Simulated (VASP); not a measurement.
A run of VASP 6.6.1 is set up as follows.

INCAR

```
PREC = Accurate
ENCUT = 520
EDIFF = 1E-6
ISMEAR = 0
SIGMA = 0.1
LREAL = False
LASPH = True
NELM = 60
ALGO = Normal
ISIF = 2
LWAVE = False
LCHARG = True
GGA = PS
LELF = True
LVHAR = True
NBANDS = 43
```

The input KPOINTS:

```
regular mesh
0
Gamma
  6 6 4
```

File POSCAR:

```
Si2Mo
1.0
    4.5854715600      0.0000000000      0.0000000000
   -2.2927357800      3.9711348600      0.0000000000
    0.0000000000      0.0000000000      6.5797601000
Si Mo
6 3
Direct
    0.1638729800      0.8361270200      0.8333333300
    0.3277459600      0.1638729800      0.1666666700
    0.8361270200      0.6722540400      0.5000000000
    0.8361270200      0.1638729800      0.8333333300
    0.6722540400      0.8361270200      0.1666666700
    0.1638729800      0.3277459600      0.5000000000
    0.5000000000      0.0000000000      0.5000000000
    0.0000000000      0.5000000000      0.1666666700
    0.5000000000      0.5000000000      0.8333333300
```

Potentials or basis: VASP PAW PBE potentials, release 64 (Si, Mo_sv).

Command:

```sh
$ cat potpaw_PBE.64/Si/POTCAR potpaw_PBE.64/Mo_sv/POTCAR > POTCAR
$ mpirun -np 1 vasp_std > vasp.out
```

Problem. Estimate the pressure.

Solution. -1.1 GPa.

Problem. What does it give for the largest force?

Solution. 0.038 eV/Å.

Problem. Predict the band gap on the k mesh.

Solution. 0.04 eV (least direct gap 0.53 eV).

Forces in eV/Å, atoms in the order of the input:
```
Si   0.033 -0.019  0.000
Si   0.033  0.019  0.000
Si   0.000 -0.038  0.000
Si  -0.033  0.019  0.000
Si  -0.033 -0.019  0.000
Si   0.000  0.038  0.000
Mo   0.000  0.000  0.000
Mo   0.000  0.000  0.000
Mo   0.000  0.000  0.000
```

Caveat: the PAW data sets were made with another functional, which shifts forces and pressure a little. A k mesh can miss the band edges.
